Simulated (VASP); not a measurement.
A run of VASP 6.6.1 is set up as follows.

File POSCAR:

```
LaH3
1.0
   -1.9328364822      1.9328364822      2.7778476406
    1.9328364822     -1.9328364822      2.7778476406
    1.9328364822      1.9328364822     -2.7778476406
H La
3 1
Direct
    0.7500000000      0.2500000000      0.5000000000
    0.2500000000      0.7500000000      0.5000000000
    0.5000000000      0.5000000000      0.0000000000
    0.0000000000      0.0000000000      0.0000000000
```

INCAR.step1

```
PREC     = Accurate       # precision mode
ENCUT    = 520            # plane-wave cutoff, eV
ISMEAR   = 0              # smearing method
SIGMA    = 0.05           # smearing width, eV
LREAL    = False          # projectors in reciprocal space
LASPH    = True           # aspherical terms in the spheres
NELM     = 60             # most SCF steps
NBANDS   = 15             # bands
GGA      = PE             # functional
ALGO     = Normal         # electronic algorithm
EDIFF    = 1E-4           # SCF threshold, eV
LWAVE    = True           # write WAVECAR
LCHARG   = False          # write CHGCAR
```

Contents of INCAR.step2:

```
PREC     = Accurate       # precision mode
ENCUT    = 520            # plane-wave cutoff, eV
EDIFF    = 1E-7           # SCF threshold, eV
ISMEAR   = 0              # smearing method
SIGMA    = 0.05           # smearing width, eV
LREAL    = False          # projectors in reciprocal space
LASPH    = True           # aspherical terms in the spheres
NELM     = 60             # most SCF steps
ALGO     = Normal         # electronic algorithm
ISIF     = 2              # what is computed and relaxed
LWAVE    = False          # write WAVECAR
LCHARG   = False          # write CHGCAR
METAGGA  = R2SCAN         # meta-GGA
LMIXTAU  = True         
NBANDS   = 15             # bands
ISTART   = 1
```

KPOINTS

```
Automatic mesh
0
Gamma
  8 8 8
```

Potentials or basis: VASP PAW PBE potentials, release 64 (H, La).

The run is started by

```console
$ cat potpaw_PBE.64/H/POTCAR potpaw_PBE.64/La/POTCAR > POTCAR
$ cp INCAR.step1 INCAR
$ mpirun -np 1 vasp_std > vasp.out
$ cp INCAR.step2 INCAR
$ mpirun -np 1 vasp_std > vasp.out
```

Task: Estimate the pressure.

Result: 3.2 GPa.

Stress tensor (GPa, compression positive):
```
3.27 0.00 0.00
0.00 3.27 0.00
0.00 0.00 3.15
```

Caveat: the PAW data sets were made with another functional, which shifts forces and pressure a little.
